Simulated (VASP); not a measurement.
# TiN (Fm-3m) in VASP: single point with LDA

Aim: the single point of TiN with LDA.

Program: VASP 6.6.1. These are calculated values, not measurements. Logs are shortened: lines on timing, memory, paths and dates and some standing lists are left out, and cuts for length are marked.

### Step 1. The cell of the first run

It takes space group Fm-3m (No. 225, cubic). Conventional cell: a = 4.172 Å, b = 4.172 Å, c = 4.172 Å, α = 90.00°, β = 90.00°, γ = 90.00°. Ti (site symmetry m-3m) has 6 N at 2.09 Å within 2.8 Å. Within 2.8 Å of N (site symmetry m-3m) lie 6 Ti at 2.09 Å.

### Step 2. Single point, LDA

Contents of INCAR:

```
  ALGO = Normal
  EDIFF = 1E-6
  ENCUT = 1330
  GGA_COMPAT = F
  ISIF = 2
  ISMEAR = 0
  LASPH = T
  LCHARG = F
  LREAL = F
  LWAVE = F
  NBANDS = 16
  NELM = 120
  PREC = Accurate
  SIGMA = 0.1
```

Contents of KPOINTS:

```
k-points
0
Gamma
  14 14 14
```

Contents of POSCAR:

```
TiN
1.0
    0.0000000000      2.0859620324      2.0859620324
    2.0859620324      0.0000000000      2.0859620324
    2.0859620324      2.0859620324      0.0000000000
Ti N
1 1
Direct
    0.0000000000      0.0000000000      0.0000000000
    0.5000000000      0.5000000000      0.5000000000
```

Potentials or basis: VASP PAW LDA potentials, release 64 (Ti_sv, N_h).

Command:

```sh
$ cat potpaw_LDA.64/Ti_sv/POTCAR potpaw_LDA.64/N_h/POTCAR > POTCAR
$ mpirun -np 1 vasp_std > vasp.out
```

OUTCAR:

```text
EDIFF = 1E-6
   ENCUT = 1330
   ISIF = 2
   ISMEAR = 0
   LASPH = T
   LREAL = F
   NELM = 120
   PREC = Accurate

 ion  position               nearest neighbor table
   1  0.000  0.000  0.000-   2 2.09   2 2.09   2 2.09   2 2.09   2 2.09   2 2.09
   2  0.500  0.500  0.500-   1 2.09   1 2.09   1 2.09   1 2.09   1 2.09   1 2.09

  LATTYP: Found a face centered cubic cell.
 ALAT       =     4.1719240648

  Lattice vectors:

 A1 = (   0.0000000000,   2.0859620324,   2.0859620324)
 A2 = (   2.0859620324,   0.0000000000,   2.0859620324)
 A3 = (   2.0859620324,   2.0859620324,   0.0000000000)

Analysis of symmetry for initial positions (statically):
=====================================================================
 Subroutine PRICEL returns:
 Original cell was already a primitive cell.

 Routine SETGRP: Setting up the symmetry group for a
 face centered cubic supercell.

 Subroutine GETGRP returns: Found 48 space group operations
 (whereof 48 operations were pure point group operations)
 out of a pool of 48 trial point group operations.

The static configuration has the point symmetry O_h .

Analysis of symmetry for dynamics (positions and initial velocities):
=====================================================================
 Subroutine PRICEL returns:
 Original cell was already a primitive cell.

 Routine SETGRP: Setting up the symmetry group for a
 face centered cubic supercell.

 Subroutine GETGRP returns: Found 48 space group operations
 (whereof 48 operations were pure point group operations)
 out of a pool of 48 trial point group operations.

The dynamic configuration has the point symmetry O_h .

 Subroutine INISYM returns: Found 48 space group operations
 (whereof 48 operations are pure point group operations),
 and found     1 'primitive' translations

----------------------------------------------------------------------------------------

                                     Primitive cell

  volume of cell :      18.1530

  direct lattice vectors                    reciprocal lattice vectors
     0.000000000  2.085962032  2.085962032    -0.239697555  0.239697555  0.239697555
     2.085962032  0.000000000  2.085962032     0.239697555 -0.239697555  0.239697555
     2.085962032  2.085962032  0.000000000     0.239697555  0.239697555 -0.239697555

  length of vectors
     2.949995797  2.949995797  2.949995797     0.415168345  0.415168345  0.415168345

  position of ions in fractional coordinates (direct lattice)
     0.000000000  0.000000000  0.000000000
     0.500000000  0.500000000  0.500000000

  ion indices of the primitive-cell ions
   primitive index   ion index
                 1           1
                 2           2

----------------------------------------------------------------------------------------

 KPOINTS: k-points

Automatic generation of k-mesh.
 Grid dimensions read from file:
 generate k-points for:   14   14   14

 Generating k-lattice:

  Cartesian coordinates                     Fractional coordinates (reciprocal lattice)
    -0.017121254  0.017121254  0.017121254     0.071428571  0.000000000  0.000000000
     0.017121254 -0.017121254  0.017121254     0.000000000  0.071428571  0.000000000
     0.017121254  0.017121254 -0.017121254     0.000000000  0.000000000  0.071428571

  Length of vectors
     0.029654882  0.029654882  0.029654882

  Shift w.r.t. Gamma in fractional coordinates (k-lattice)
     0.000000000  0.000000000  0.000000000

 Subroutine IBZKPT returns following result:
 ===========================================

 Found    104 irreducible k-points:

 Following reciprocal coordinates:
            Coordinates               Weight
  0.000000  0.000000  0.000000      1.000000
  0.071429  0.000000  0.000000      8.000000
  0.142857  0.000000  0.000000      8.000000
  0.214286  0.000000  0.000000      8.000000
  0.285714  0.000000  0.000000      8.000000
  0.357143  0.000000  0.000000      8.000000
[... 16 lines left out ...]
  0.214286  0.142857  0.000000     24.000000
  0.285714  0.142857  0.000000     24.000000
 [... further k-points ...]
   k-points           NKPTS =    104   k-points in BZ     NKDIM =    104   number of bands    NBANDS=     16
   number of dos      NEDOS =    301   number of ions     NIONS =      2
   total plane-waves  NPLWV =  46656
   dimension x,y,z NGX =    36 NGY =   36 NGZ =   36
   dimension x,y,z NGXF=    72 NGYF=   72 NGZF=   72
   ions per type =               1   1
   NGX,Y,Z   is equivalent  to a cutoff of  20.29, 20.29, 20.29 a.u.
   NGXF,Y,Z  is equivalent  to a cutoff of  40.58, 40.58, 40.58 a.u.
 SYSTEM =  unknown system
   PREC   = accura    normal or accurate (medium, high low for compatibility)
   ISTART =      0    job   : 0-new  1-cont  2-samecut
   ICHARG =      2    charge: 1-file 2-atom 10-const
   ISPIN  =      1    spin polarized calculation?
   LNONCOLLINEAR =      F non collinear calculations
   LSORBIT =      F    spin-orbit coupling
   LASPH  =      T    aspherical Exc in radial PAW
   ENCUT  = 1330.0 eV  97.75 Ry    9.89 a.u.   8.77  8.77  8.77*2*pi/ulx,y,z
   NELM   =    120;   NELMIN=  2; NELMDL= -5     # of ELM steps
   EDIFF  = 0.1E-05   stopping-criterion for ELM
   LREAL  =      F    real-space projection
   EDIFFG = 0.1E-04   stopping-criterion for IOM
   NSW    =      0    number of steps for IOM
   IBRION =     -1    ionic relax: 0-MD 1-quasi-New 2-CG
   NFREE  =      0    steps in history (QN), initial steepest desc. (CG)
   ISIF   =      2    stress and relaxation
   ISYM   =      2    0-nonsym 1-usesym 2-fastsym
   POTIM  = 0.5000    time-step for ionic-motion
   TEBEG  =    0.0;   TEEND  =   0.0 temperature during run
   PSTRESS=    0.0 pullay stress
   NELECT =      17.0000    total number of electrons
   NUPDOWN=      -1.0000    fix difference up-down
   EMIN   =  10.00;   EMAX   =-10.00  energy-range for DOS
   EFERMI =   0.00;   METHOD = LEGACY
   ISMEAR =     0;   SIGMA  =   0.10  broadening in eV -4-tet -1-fermi 0-gaus
   EFERMI_NEDOS =   21; number of points for ismear=-14 and -15
   IALGO  =     38    algorithm
   IMIX   =      4    mixing-type and parameters
     AMIX     =   0.40;   BMIX     =  1.00
     AMIX_MAG =   1.60;   BMIX_MAG =  1.00
  volume/ion in A,a.u.               =       9.08        61.25
  Fermi-wavevector in a.u.,A,eV,Ry     =   1.601676  3.026729 34.903935  2.565367
  Thomas-Fermi vector in A             =   2.698617
   LORBIT       =      0    0 simple, 1 ext, 2 COOP (PROOUT), +10 PAW based schemes
   GGA     = CA    functional components
   LHFCALC =     F    Hartree Fock is set to
   AEXX    =    0.0000 exact exchange contribution
   IVDW    =     0    specifies the selected vdW correction
   LEPSILON=     F    determine dielectric tensor
   LRPA    =     F    only Hartree local field effects (RPA)
 non-spin polarized calculation
 Gauss-broadening in eV      SIGMA  =   0.10
  energy-cutoff  :     1330.00
  volume of cell :       18.15
 maximum number of plane-waves:      2017
   NGX = 17   NGY = 17   NGZ = 17

 number of electron      17.0000000 magnetization

 Free energy of the ion-electron system (eV)
  ---------------------------------------------------
  ext. energy  EPLUGINS =         0.00000000
  ---------------------------------------------------
  free energy    TOTEN  =       -21.67552162 eV

  energy without entropy =      -21.67078424  energy(sigma->0) =      -21.67315293

 E-fermi :  12.2536     XC(G=0): -13.6646

 val. band max:       12.2426915885   @ k =  -0.0714   0.0714   0.0000
 cond. band min:      12.2750254141   @ k =   0.5000   0.2857   0.1429
 fundamental gap:      0.0323338256
 Fermi energy:        12.2535869264

 k-point     1 :       0.0000    0.0000    0.0000
  band No.  band energies     occupation
      1     -44.8222      2.00000
      2     -21.1374      2.00000
      3     -21.1374      2.00000
      4     -21.1374      2.00000
      5      -4.8765      2.00000
      6      10.1953      2.00000
[... 8 lines left out ...]
     15      25.5856      0.00000
     16      32.7326      0.00000

 k-point     2 :       0.0714    0.0000    0.0000
  band No.  band energies     occupation
      1     -44.8159      2.00000
      2     -21.1795      2.00000
      3     -21.1407      2.00000
      4     -21.1407      2.00000
      5      -4.7660      2.00000
      6       9.5990      2.00000
[... 8 lines left out ...]
     15      25.6954      0.00000
     16      32.5694      0.00000

 k-point     3 :       0.1429    0.0000    0.0000
  band No.  band energies     occupation
      1     -44.7983      2.00000
      2     -21.2960      2.00000
      3     -21.1501      2.00000
      4     -21.1501      2.00000
      5      -4.4490      2.00000
      6       8.4542      2.00000
[... 8 lines left out ...]
     15      25.8342      0.00000
     16      32.0419      0.00000

 k-point     4 :       0.2143    0.0000    0.0000
  band No.  band energies     occupation
      1     -44.7726      2.00000
      2     -21.4606      2.00000
      3     -21.1635      2.00000
      4     -21.1635      2.00000
      5      -3.9661      2.00000
      6       7.1864      2.00000
[... 8 lines left out ...]
     15      25.7126      0.00000
     16      31.0162      0.00000
[... 324 lines left out ...]
 k-point    22 :       0.1429    0.1429    0.0000
  band No.  band energies     occupation
      1     -44.7903      2.00000
      2     -21.2839      2.00000
      3     -21.1852      2.00000
      4     -21.1852      2.00000
      5      -4.3494      2.00000
      6       7.5603      2.00000
[... 8 lines left out ...]
     15      26.1309      0.00000
     16      31.3678      0.00000

 k-point    23 :       0.2143    0.1429    0.0000
  band No.  band energies     occupation
      1     -44.7712      2.00000
      2     -21.3883      2.00000
      3     -21.2077      2.00000
      4     -21.1991      2.00000
      5      -4.0442      2.00000
      6       6.8280      2.00000
[... 8 lines left out ...]
     15      26.2126      0.00000
     16      30.7576      0.00000

 k-point    24 :       0.2857    0.1429    0.0000
  band No.  band energies     occupation
      1     -44.7463      2.00000
      2     -21.5332      2.00000
      3     -21.2276      2.00000
      4     -21.2142      2.00000
      5      -3.6217      2.00000
      6       6.1313      2.00000
[... 8 lines left out ...]
     15      25.9461      0.00000
     16      29.6686      0.00000

 [... further k-points ...]

------------------------ aborting loop because EDIFF is reached ----------------------------------------

  FORCE on cell =-STRESS in cart. coord.  units (eV):
  Direction    XX          YY          ZZ          XY          YZ          ZX
  --------------------------------------------------------------------------------------
  -------------------------------------------------------------------------------------
  Total        0.1060657      0.1060657      0.1060657      0.0000000     -0.0000000     -0.0000000
  in kB        9.3613080      9.3613080      9.3613080      0.0000000     -0.0000000     -0.0000000
  external PRESSURE =       9.3613080 kB  Pullay stress =       0.0000000 kB

 VOLUME and BASIS-vectors are now :
 -----------------------------------------------------------------------------
  energy-cutoff  :     1330.00
  volume of cell :       18.15
      direct lattice vectors                 reciprocal lattice vectors
     0.000000000  2.085962032  2.085962032    -0.239697555  0.239697555  0.239697555
     2.085962032  0.000000000  2.085962032     0.239697555 -0.239697555  0.239697555
     2.085962032  2.085962032  0.000000000     0.239697555  0.239697555 -0.239697555

 POSITION                                       TOTAL-FORCE (eV/Angst)
 -----------------------------------------------------------------------------------
      0.00000      0.00000      0.00000         0.000000      0.000000     -0.000000
      2.08596      2.08596      2.08596        -0.000000      0.000000      0.000000
 -----------------------------------------------------------------------------------
    total drift:                                0.000000      0.000000      0.000000

  FREE ENERGIE OF THE ION-ELECTRON SYSTEM (eV)
  ---------------------------------------------------
  free  energy   TOTEN  =       -21.6755216170 eV

  energy  without entropy=      -21.6707842444  energy(sigma->0) =      -21.67315293
```

Run time: 1.9 min. Hardware: 1 thread of Intel Xeon Platinum 8259CL at 2.50GHz (Skylake/Cascade Lake), shared host; peak memory 0.26 GiB.

Results:

| Quantity | Value |
| --- | --- |
| Free energy | -21.6755 eV |
| Pressure | 0.9 GPa |
| Band gap on the k mesh | zero (an odd number of electrons rules out a gap without spin polarisation) |

Caveat: an odd number of electrons without spin polarisation forces a metal; a magnetic or distorted state may lie lower.

The gap in the log of VASP goes by the Fermi energy; the results here count the filled bands.